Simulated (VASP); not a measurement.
# Ti (Fm-3m) in VASP: single point with PBEsol

Aim: the single point of Ti with PBEsol.

Everything below comes from runs of VASP 6.6.1. Logs are shortened: lines on timing, memory, paths and dates and some standing lists are left out, and cuts for length are marked.

## (1) The cell of the first run

The structure is cubic, space group Fm-3m (No. 225). The conventional cell has a = 4.060 Å, b = 4.060 Å, c = 4.060 Å, α = 90.00°, β = 90.00°, γ = 90.00°. Within 3.8 Å of Ti (site symmetry m-3m) lie 12 Ti at 2.87 Å.

This isn't the form of Ti at room conditions, which is hcp.

## (2) Single point, PBEsol

Contents of INCAR:

```
SYSTEM = Ti
PREC = Accurate
ENCUT = 500
EDIFF = 1E-6
ISMEAR = 1
SIGMA = 0.1
LREAL = .False.
LASPH = .True.
NELM = 120
ALGO = Normal
ISIF = 2
LWAVE = .False.
LCHARG = .False.
GGA = PS
NBANDS = 12
GGA_COMPAT = .False.
```

Contents of KPOINTS:

```
Automatic mesh
0
Gamma
  13 13 13
  0 0 0
```

Contents of POSCAR:

```
Ti
1.0
    0.0000000000      2.0300000000      2.0300000000
    2.0300000000      0.0000000000      2.0300000000
    2.0300000000      2.0300000000      0.0000000000
Ti
1
Direct
    0.0000000000      0.0000000000      0.0000000000
```

Potentials or basis: VASP PAW PBE potentials, release 64 (Ti_sv).

On the command line:

```bash
cat potpaw_PBE.64/Ti_sv/POTCAR > POTCAR
mpirun -np 1 vasp_std > vasp.out
```

OUTCAR:

```text
SYSTEM = Ti
   PREC = Accurate
   ENCUT = 500
   EDIFF = 1E-6
   ISMEAR = 1
   LREAL = .False.
   LASPH = .True.
   NELM = 120
   ISIF = 2
   GGA = PS

 ion  position               nearest neighbor table
   1  0.000  0.000  0.000-

  LATTYP: Found a face centered cubic cell.
 ALAT       =     4.0600000000

  Lattice vectors:

 A1 = (   0.0000000000,   2.0300000000,   2.0300000000)
 A2 = (   2.0300000000,   0.0000000000,   2.0300000000)
 A3 = (   2.0300000000,   2.0300000000,   0.0000000000)

Analysis of symmetry for initial positions (statically):
=====================================================================
 Subroutine PRICEL returns:
 Original cell was already a primitive cell.

 Routine SETGRP: Setting up the symmetry group for a
 face centered cubic supercell.

 Subroutine GETGRP returns: Found 48 space group operations
 (whereof 48 operations were pure point group operations)
 out of a pool of 48 trial point group operations.

The static configuration has the point symmetry O_h .

Analysis of symmetry for dynamics (positions and initial velocities):
=====================================================================
 Subroutine PRICEL returns:
 Original cell was already a primitive cell.

 Routine SETGRP: Setting up the symmetry group for a
 face centered cubic supercell.

 Subroutine GETGRP returns: Found 48 space group operations
 (whereof 48 operations were pure point group operations)
 out of a pool of 48 trial point group operations.

The dynamic configuration has the point symmetry O_h .

 Subroutine INISYM returns: Found 48 space group operations
 (whereof 48 operations are pure point group operations),
 and found     1 'primitive' translations

----------------------------------------------------------------------------------------

                                     Primitive cell

  volume of cell :      16.7309

  direct lattice vectors                    reciprocal lattice vectors
     0.000000000  2.030000000  2.030000000    -0.246305419  0.246305419  0.246305419
     2.030000000  0.000000000  2.030000000     0.246305419 -0.246305419  0.246305419
     2.030000000  2.030000000  0.000000000     0.246305419  0.246305419 -0.246305419

  length of vectors
     2.870853532  2.870853532  2.870853532     0.426613499  0.426613499  0.426613499

  position of ions in fractional coordinates (direct lattice)
     0.000000000  0.000000000  0.000000000

  ion indices of the primitive-cell ions
   primitive index   ion index
                 1           1

----------------------------------------------------------------------------------------

 KPOINTS: Automatic mesh

Automatic generation of k-mesh.
 Grid dimensions read from file:
 generate k-points for:   13   13   13

 Generating k-lattice:

  Cartesian coordinates                     Fractional coordinates (reciprocal lattice)
    -0.018946571  0.018946571  0.018946571     0.076923077  0.000000000  0.000000000
     0.018946571 -0.018946571  0.018946571     0.000000000  0.076923077  0.000000000
     0.018946571  0.018946571 -0.018946571     0.000000000  0.000000000  0.076923077

  Length of vectors
     0.032816423  0.032816423  0.032816423

  Shift w.r.t. Gamma in fractional coordinates (k-lattice)
     0.000000000  0.000000000  0.000000000

 Subroutine IBZKPT returns following result:
 ===========================================

 Found     84 irreducible k-points:

 Following reciprocal coordinates:
            Coordinates               Weight
  0.000000  0.000000  0.000000      1.000000
  0.076923  0.000000  0.000000      8.000000
  0.153846  0.000000  0.000000      8.000000
  0.230769  0.000000  0.000000      8.000000
  0.307692  0.000000  0.000000      8.000000
  0.384615  0.000000  0.000000      8.000000
[... 16 lines left out ...]
  0.384615  0.153846  0.000000     24.000000
  0.461538  0.153846  0.000000     24.000000
 [... further k-points ...]
   k-points           NKPTS =     84   k-points in BZ     NKDIM =     84   number of bands    NBANDS=     12
   number of dos      NEDOS =    301   number of ions     NIONS =      1
   total plane-waves  NPLWV =  13824
   dimension x,y,z NGX =    24 NGY =   24 NGZ =   24
   dimension x,y,z NGXF=    48 NGYF=   48 NGZF=   48
   ions per type =               1
   NGX,Y,Z   is equivalent  to a cutoff of  13.90, 13.90, 13.90 a.u.
   NGXF,Y,Z  is equivalent  to a cutoff of  27.80, 27.80, 27.80 a.u.
 SYSTEM =  Ti
   PREC   = accura    normal or accurate (medium, high low for compatibility)
   ISTART =      0    job   : 0-new  1-cont  2-samecut
   ICHARG =      2    charge: 1-file 2-atom 10-const
   ISPIN  =      1    spin polarized calculation?
   LNONCOLLINEAR =      F non collinear calculations
   LSORBIT =      F    spin-orbit coupling
   LASPH  =      T    aspherical Exc in radial PAW
   ENCUT  =  500.0 eV  36.75 Ry    6.06 a.u.   5.23  5.23  5.23*2*pi/ulx,y,z
   NELM   =    120;   NELMIN=  2; NELMDL= -5     # of ELM steps
   EDIFF  = 0.1E-05   stopping-criterion for ELM
   LREAL  =      F    real-space projection
   EDIFFG = 0.1E-04   stopping-criterion for IOM
   NSW    =      0    number of steps for IOM
   IBRION =     -1    ionic relax: 0-MD 1-quasi-New 2-CG
   NFREE  =      0    steps in history (QN), initial steepest desc. (CG)
   ISIF   =      2    stress and relaxation
   ISYM   =      2    0-nonsym 1-usesym 2-fastsym
   POTIM  = 0.5000    time-step for ionic-motion
   TEBEG  =    0.0;   TEEND  =   0.0 temperature during run
   PSTRESS=    0.0 pullay stress
   NELECT =      12.0000    total number of electrons
   NUPDOWN=      -1.0000    fix difference up-down
   EMIN   =  10.00;   EMAX   =-10.00  energy-range for DOS
   EFERMI =   0.00;   METHOD = LEGACY
   ISMEAR =     1;   SIGMA  =   0.10  broadening in eV -4-tet -1-fermi 0-gaus
   EFERMI_NEDOS =   21; number of points for ismear=-14 and -15
   IALGO  =     38    algorithm
   IMIX   =      4    mixing-type and parameters
     AMIX     =   0.40;   BMIX     =  1.00
     AMIX_MAG =   1.60;   BMIX_MAG =  1.00
  volume/ion in A,a.u.               =      16.73       112.91
  Fermi-wavevector in a.u.,A,eV,Ry     =   1.465421  2.769245 29.217967  2.147460
  Thomas-Fermi vector in A             =   2.581280
   LORBIT       =      0    0 simple, 1 ext, 2 COOP (PROOUT), +10 PAW based schemes
   GGA     = PS    functional components
   LHFCALC =     F    Hartree Fock is set to
   AEXX    =    0.0000 exact exchange contribution
   IVDW    =     0    specifies the selected vdW correction
   LEPSILON=     F    determine dielectric tensor
   LRPA    =     F    only Hartree local field effects (RPA)
 non-spin polarized calculation
 Methfessel and Paxton  Order N= 1 SIGMA  =   0.10
  energy-cutoff  :      500.00
  volume of cell :       16.73
 maximum number of plane-waves:       440
 NGX is ok and might be reduce to    24
   NGX = 11   NGY = 11   NGZ = 11

 number of electron      12.0000002 magnetization

 Free energy of the ion-electron system (eV)
  ---------------------------------------------------
  ext. energy  EPLUGINS =         0.00000000
  ---------------------------------------------------
  free energy    TOTEN  =        -8.28553859 eV

  energy without entropy =       -8.28604183  energy(sigma->0) =       -8.28570634

 E-fermi :   8.4635     XC(G=0): -11.8162

 val. band max:        8.4621190050   @ k =  -0.2308   0.0769   0.0000
 cond. band min:       8.4807068021   @ k =   0.3077   0.0000   0.0000
 fundamental gap:      0.0185877970
 Fermi energy:         8.4635472990

 k-point     1 :       0.0000    0.0000    0.0000
  band No.  band energies     occupation
      1     -47.9238      2.00000
      2     -23.8310      2.00000
      3     -23.8310      2.00000
      4     -23.8310      2.00000
      5       2.3100      2.00000
      6       9.3917     -0.00000
      7       9.3917     -0.00000
      8       9.3917     -0.00000
      9      11.1009      0.00000
     10      11.1009      0.00000
     11      23.9698      0.00000
     12      28.5876      0.00000

 k-point     2 :       0.0769    0.0000    0.0000
  band No.  band energies     occupation
      1     -47.9156      2.00000
      2     -23.8766      2.00000
      3     -23.8367      2.00000
      4     -23.8367      2.00000
      5       2.5081      2.00000
      6       9.2685     -0.00000
      7       9.4633     -0.00000
      8       9.4633     -0.00000
      9      11.0547      0.00000
     10      11.0547      0.00000
     11      24.1393      0.00000
     12      27.2006      0.00000

 k-point     3 :       0.1538    0.0000    0.0000
  band No.  band energies     occupation
      1     -47.8928      2.00000
      2     -24.0017      2.00000
      3     -23.8523      2.00000
      4     -23.8523      2.00000
      5       3.0747      2.00000
      6       8.9624     -0.00000
      7       9.6178     -0.00000
      8       9.6178     -0.00000
      9      10.9892      0.00000
     10      10.9893      0.00000
     11      24.1269      0.00000
     12      25.3261      0.00000

 k-point     4 :       0.2308    0.0000    0.0000
  band No.  band energies     occupation
      1     -47.8605      2.00000
      2     -24.1752      2.00000
      3     -23.8741      2.00000
      4     -23.8741      2.00000
      5       3.9155      2.00000
      6       8.6301     -0.04011
      7       9.6743     -0.00000
      8       9.6743     -0.00000
      9      11.1064      0.00000
     10      11.1064      0.00000
     11      22.3583      0.00000
     12      24.8817      0.00000

 k-point     5 :       0.3077    0.0000    0.0000
  band No.  band energies     occupation
      1     -47.8260      2.00000
      2     -24.3560      2.00000
      3     -23.8972      2.00000
      4     -23.8972      2.00000
      5       4.8335      2.00000
      6       8.4807      0.71426
      7       9.5504     -0.00000
      8       9.5504     -0.00000
      9      11.4818      0.00000
     10      11.4818      0.00000
     11      20.2761      0.00000
     12      24.3195      0.00000
[... 228 lines left out ...]
      1     -47.8584      2.00000
      2     -24.1084      2.00000
      3     -23.9174      2.00000
      4     -23.9119      2.00000
      5       3.9396      2.00000
      6       8.3573      2.06094
      7       9.8175     -0.00000
      8      10.0720     -0.00000
      9      10.4399     -0.00000
     10      11.4626      0.00000
     11      24.1371      0.00000
     12      25.1686      0.00000

 k-point    22 :       0.3077    0.1538    0.0000
  band No.  band energies     occupation
      1     -47.8278      2.00000
      2     -24.2560      2.00000
      3     -23.9434      2.00000
      4     -23.9399      2.00000
      5       4.7712      2.00000
      6       8.0919      2.00000
      7       9.4150     -0.00000
      8      10.1153     -0.00000
      9      11.0314      0.00000
     10      11.7351      0.00000
     11      21.9880      0.00000
     12      24.7665      0.00000

 k-point    23 :       0.3846    0.1538    0.0000
  band No.  band energies     occupation
      1     -47.7978      2.00000
      2     -24.3965      2.00000
      3     -23.9759      2.00000
      4     -23.9614      2.00000
      5       5.6103      2.00000
      6       7.9866      2.00000
      7       9.0895     -0.00000
      8       9.9956     -0.00000
      9      11.8271      0.00000
     10      12.0806      0.00000
     11      19.8225      0.00000
     12      24.0786      0.00000

 k-point    24 :       0.4615    0.1538    0.0000
  band No.  band energies     occupation
      1     -47.7753      2.00000
      2     -24.4979      2.00000
      3     -24.0124      2.00000
      4     -23.9675      2.00000
      5       6.1721      2.00000
      6       8.0554      2.00000
      7       9.0116     -0.00000
      8       9.8372     -0.00000
      9      12.2854      0.00000
     10      12.7186      0.00000
     11      17.9486      0.00000
     12      23.4512      0.00000

 [... further k-points ...]

------------------------ aborting loop because EDIFF is reached ----------------------------------------

  FORCE on cell =-STRESS in cart. coord.  units (eV):
  Direction    XX          YY          ZZ          XY          YZ          ZX
  --------------------------------------------------------------------------------------
  -------------------------------------------------------------------------------------
  Total       -0.0762813     -0.0762813     -0.0762813      0.0000000      0.0000000      0.0000000
  in kB       -7.3048330     -7.3048330     -7.3048330      0.0000000      0.0000000      0.0000000
  external PRESSURE =      -7.3048330 kB  Pullay stress =       0.0000000 kB

 VOLUME and BASIS-vectors are now :
 -----------------------------------------------------------------------------
  energy-cutoff  :      500.00
  volume of cell :       16.73
      direct lattice vectors                 reciprocal lattice vectors
     0.000000000  2.030000000  2.030000000    -0.246305419  0.246305419  0.246305419
     2.030000000  0.000000000  2.030000000     0.246305419 -0.246305419  0.246305419
     2.030000000  2.030000000  0.000000000     0.246305419  0.246305419 -0.246305419

 POSITION                                       TOTAL-FORCE (eV/Angst)
 -----------------------------------------------------------------------------------
      0.00000      0.00000      0.00000         0.000000     -0.000000      0.000000
 -----------------------------------------------------------------------------------
    total drift:                               -0.000000      0.000000     -0.000000

  FREE ENERGIE OF THE ION-ELECTRON SYSTEM (eV)
  ---------------------------------------------------
  free  energy   TOTEN  =        -8.2855385948 eV

  energy  without entropy=       -8.2860418265  energy(sigma->0) =       -8.28570634
```

Wall time 6.6 s (1 thread of Intel Xeon 6975P-C (Granite Rapids), shared host); peak memory 0.14 GiB.

What came out:

* Free energy: -8.2855 eV
* Pressure: -0.7 GPa
* Band gap on the k mesh: zero (bands 6 and 7 overlap by 1.42 eV)

Caveat: the PAW data sets were made with another functional, which shifts forces and pressure a little.
